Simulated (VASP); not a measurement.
# Ta (P6_3/mmc) in VASP: notebook

Ta is run at these levels: BLYP; tasks: single point, relaxation of cell and atoms.

Everything below comes from runs of VASP 6.6.1. Logs are shortened: lines on timing, memory, paths and dates and some standing lists are left out, and cuts for length are marked.

### 1 The cell of the first run

The structure is hexagonal, space group P6_3/mmc (No. 194). The conventional cell has a = 2.956 Å, b = 2.956 Å, c = 5.322 Å, α = 90.00°, β = 90.00°, γ = 120.00°. Within 3.9 Å of Ta (site symmetry -6m2) lie 12 Ta at 2.96 to 3.16 Å.

### 2 Single point, BLYP (volume scaled by 1.04)

File INCAR:

```
SYSTEM = Ta
PREC = Accurate
ENCUT = 520
EDIFF = 1E-6
ISMEAR = -1
SIGMA = 0.1
LREAL = .FALSE.
LASPH = .TRUE.
NELM = 100
ALGO = Normal
ISIF = 2
LWAVE = .FALSE.
LCHARG = .FALSE.
GGA = B5
ALDAX = 1.0
AGGAX = 1.0
AGGAC = 1.0
ALDAC = 0.0
NBANDS = 18
```

File KPOINTS:

```
regular mesh
0
G
  14 14 7
  0 0 0
```

File POSCAR:

```
Ta
1.0
    2.9559948604      0.0000000000      0.0000000000
   -1.4779974302      2.5599666426      0.0000000000
    0.0000000000      0.0000000000      5.3215021085
Ta
2
Direct
    0.3333333333      0.6666666667      0.2500000000
    0.6666666667      0.3333333333      0.7500000000
```

Potentials or basis: VASP PAW PBE potentials, release 64 (Ta_pv).

Run with:

```sh
$ cat potpaw_PBE.64/Ta_pv/POTCAR > POTCAR
$ mpirun -np 1 vasp_std > vasp.out
```

OUTCAR:

```text
SYSTEM = Ta
   PREC = Accurate
   ENCUT = 520
   EDIFF = 1E-6
   ISMEAR = -1
   LREAL = .FALSE.
   LASPH = .TRUE.
   NELM = 100
   ISIF = 2
   GGA = B5

 ion  position               nearest neighbor table
   1  0.333  0.667  0.250-   2 3.16   2 3.16   2 3.16   2 3.16   2 3.16   2 3.16
   2  0.667  0.333  0.750-   1 3.16   1 3.16   1 3.16   1 3.16   1 3.16   1 3.16

  LATTYP: Found a hexagonal cell.
 ALAT       =     2.9559948604
 C/A-ratio  =     1.8002406499

  Lattice vectors:

 A1 = (   2.9559948604,   0.0000000000,   0.0000000000)
 A2 = (  -1.4779974302,   2.5599666426,   0.0000000000)
 A3 = (   0.0000000000,   0.0000000000,   5.3215021085)

Analysis of symmetry for initial positions (statically):
=====================================================================
 Subroutine PRICEL returns:
 Original cell was already a primitive cell.

 Routine SETGRP: Setting up the symmetry group for a
 hexagonal supercell.

 Subroutine GETGRP returns: Found 24 space group operations
 (whereof 12 operations were pure point group operations)
 out of a pool of 24 trial point group operations.

The static configuration has the point symmetry D_3d.
 The point group associated with its full space group is D_6h.

Analysis of symmetry for dynamics (positions and initial velocities):
=====================================================================
 Subroutine PRICEL returns:
 Original cell was already a primitive cell.

 Routine SETGRP: Setting up the symmetry group for a
 hexagonal supercell.

 Subroutine GETGRP returns: Found 24 space group operations
 (whereof 12 operations were pure point group operations)
 out of a pool of 24 trial point group operations.

The dynamic configuration has the point symmetry D_3d.
 The point group associated with its full space group is D_6h.

 Subroutine INISYM returns: Found 24 space group operations
 (whereof 12 operations are pure point group operations),
 and found     1 'primitive' translations

----------------------------------------------------------------------------------------

                                     Primitive cell

  volume of cell :      40.2691

  direct lattice vectors                    reciprocal lattice vectors
     2.955994860  0.000000000  0.000000000     0.338295581  0.195315045  0.000000000
    -1.477997430  2.559966643  0.000000000     0.000000000  0.390630090  0.000000000
     0.000000000  0.000000000  5.321502108     0.000000000  0.000000000  0.187916866

  length of vectors
[... 81 lines left out ...]
   NELM   =    100;   NELMIN=  2; NELMDL= -5     # of ELM steps
   EDIFF  = 0.1E-05   stopping-criterion for ELM
   LREAL  =      F    real-space projection
   EDIFFG = 0.1E-04   stopping-criterion for IOM
   NSW    =      0    number of steps for IOM
   IBRION =     -1    ionic relax: 0-MD 1-quasi-New 2-CG
   NFREE  =      0    steps in history (QN), initial steepest desc. (CG)
   ISIF   =      2    stress and relaxation
   ISYM   =      2    0-nonsym 1-usesym 2-fastsym
   POTIM  = 0.5000    time-step for ionic-motion
   TEBEG  =    0.0;   TEEND  =   0.0 temperature during run
   PSTRESS=    0.0 pullay stress
   NELECT =      22.0000    total number of electrons
   NUPDOWN=      -1.0000    fix difference up-down
   EMIN   =  10.00;   EMAX   =-10.00  energy-range for DOS
   EFERMI =   0.00;   METHOD = LEGACY
   ISMEAR =    -1;   SIGMA  =   0.10  broadening in eV -4-tet -1-fermi 0-gaus
   EFERMI_NEDOS =   21; number of points for ismear=-14 and -15
   IALGO  =     38    algorithm
   IMIX   =      4    mixing-type and parameters
     AMIX     =   0.40;   BMIX     =  1.00
     AMIX_MAG =   1.60;   BMIX_MAG =  1.00
  volume/ion in A,a.u.               =      20.13       135.87
  Fermi-wavevector in a.u.,A,eV,Ry     =   1.338315  2.529048 24.369216  1.791087
  Thomas-Fermi vector in A             =   2.466795
   LORBIT       =      0    0 simple, 1 ext, 2 COOP (PROOUT), +10 PAW based schemes
   GGA     = B5    functional components
   LHFCALC =     F    Hartree Fock is set to
   AEXX    =    0.0000 exact exchange contribution
   IVDW    =     0    specifies the selected vdW correction
   LEPSILON=     F    determine dielectric tensor
   LRPA    =     F    only Hartree local field effects (RPA)
 non-spin polarized calculation
  energy-cutoff  :      520.00
  volume of cell :       40.27
 maximum number of plane-waves:      1112
 NGX is ok and might be reduce to    24
   NGX = 11   NGY = 11   NGZ = 19

 number of electron      22.0000000 magnetization

 Free energy of the ion-electron system (eV)
  ---------------------------------------------------
  ext. energy  EPLUGINS =         0.00000000
  ---------------------------------------------------
  free energy    TOTEN  =       -20.11282672 eV

  energy without entropy =      -20.01855276  energy(sigma->0) =      -20.06568974

 E-fermi :   5.5418     XC(G=0): -11.4322

 val. band max:        5.5282128775   @ k =   0.2857   0.1429   0.0000
 cond. band min:       5.5429101173   @ k =   0.0714   0.0714   0.2857
 fundamental gap:      0.0146972399
 Fermi energy:         5.5417773624

 k-point     1 :       0.0000    0.0000    0.0000
  band No.  band energies     occupation
      1     -28.9110      2.00000
      2     -28.2815      2.00000
      3     -28.1351      2.00000
      4     -28.1351      2.00000
      5     -28.0726      2.00000
      6     -28.0726      2.00000
[... 481 lines left out ...]
      5     -28.4849      2.00000
      6     -28.4345      2.00000
[... 10 lines left out ...]
     17      12.3713      0.00000
     18      12.5166      0.00000

 [... further k-points ...]

------------------------ aborting loop because EDIFF is reached ----------------------------------------

  FORCE on cell =-STRESS in cart. coord.  units (eV):
  Direction    XX          YY          ZZ          XY          YZ          ZX
  --------------------------------------------------------------------------------------
  -------------------------------------------------------------------------------------
  Total       -1.3771120     -1.3771120     -1.2934545      0.0000000      0.0000000      0.0000000
  in kB      -54.7907989    -54.7907989    -51.4623398      0.0000000      0.0000000      0.0000000
  external PRESSURE =     -53.6813125 kB  Pullay stress =       0.0000000 kB

 VOLUME and BASIS-vectors are now :
 -----------------------------------------------------------------------------
  energy-cutoff  :      520.00
  volume of cell :       40.27
      direct lattice vectors                 reciprocal lattice vectors
     2.955994860  0.000000000  0.000000000     0.338295581  0.195315045  0.000000000
    -1.477997430  2.559966643  0.000000000     0.000000000  0.390630090  0.000000000
     0.000000000  0.000000000  5.321502108     0.000000000  0.000000000  0.187916866

 POSITION                                       TOTAL-FORCE (eV/Angst)
 -----------------------------------------------------------------------------------
     -0.00000      1.70664      1.33038         0.000000      0.000000      0.000000
      1.47800      0.85332      3.99113        -0.000000     -0.000000      0.000000
 -----------------------------------------------------------------------------------
    total drift:                                0.000000     -0.000000      0.000000

  FREE ENERGIE OF THE ION-ELECTRON SYSTEM (eV)
  ---------------------------------------------------
  free  energy   TOTEN  =       -20.1128267245 eV

  energy  without entropy=      -20.0185527574  energy(sigma->0) =      -20.06568974
```

Run time: 28 s. Hardware: 1 thread of Intel Xeon Platinum 8559C (Emerald Rapids), shared host; peak memory 0.2 GiB.

What came out:

```yaml
Free_energy: -20.1128 eV
Pressure: -5.4 GPa
Band_gap_on_the_k_mesh: zero (band 11 reaches 6.65 eV, above the bottom of band 12 at 4.99 eV)
```

Caveat: the PAW data sets were made with another functional, which shifts forces and pressure a little; spin-orbit coupling is left out, which moves the levels of the heavy elements.

### 3 Single point, BLYP (volume scaled by 1.08)

Edit INCAR of step 2 so:

```diff
@@ -12,3 +12,3 @@
 LWAVE = .FALSE.
-LCHARG = .FALSE.
+LCHARG = .TRUE.
 GGA = B5
@@ -18,2 +18,4 @@
 ALDAC = 0.0
+LELF = .TRUE.
+LVHAR = .TRUE.
 NBANDS = 18
```

KPOINTS is that of step 2.

File POSCAR:

```
Ta
1.0
    2.9934164895      0.0000000000      0.0000000000
   -1.4967082448      2.5923747240      0.0000000000
    0.0000000000      0.0000000000      5.3888700464
Ta
2
Direct
    0.3333333333      0.6666666667      0.2500000000
    0.6666666667      0.3333333333      0.7500000000
```

Potentials or basis: VASP PAW PBE potentials, release 64 (Ta_pv).

Run with:

```sh
$ cat potpaw_PBE.64/Ta_pv/POTCAR > POTCAR
$ mpirun -np 1 vasp_std > vasp.out
```

Wall time 29 s (1 thread of Intel Xeon Platinum 8559C (Emerald Rapids), shared host); peak memory 0.19 GiB.

It converged, with:

| Quantity | Value |
| --- | --- |
| Free energy | -20.0347 eV |
| Pressure | -10.7 GPa |
| Band gap on the k mesh | zero (band 11 reaches 6.27 eV, above the bottom of band 12 at 4.72 eV) |

Stress tensor (GPa, compression positive):
```
-11.07   0.00   0.00
  0.00 -11.07   0.00
  0.00   0.00  -9.86
```

Levels at points of the mesh, in eV from the Fermi level:
```tsv
k point	band 7	band 8	band 9	band 10	band 11	band 12	band 13	band 14	band 15	band 16
(0.00, 0.00, 0.00)	-7.54	-4.51	-0.59	-0.11	0.57	0.57	1.01	1.01	2.65	2.65
(0.50, 0.00, 0.00)	-3.64	-3.33	-2.79	-0.38	-0.32	0.36	0.88	4.66	5.57	5.80
```

Caveat: the PAW data sets were made with another functional, which shifts forces and pressure a little; spin-orbit coupling is left out, which moves the levels of the heavy elements.

[end of part 1 of 2]
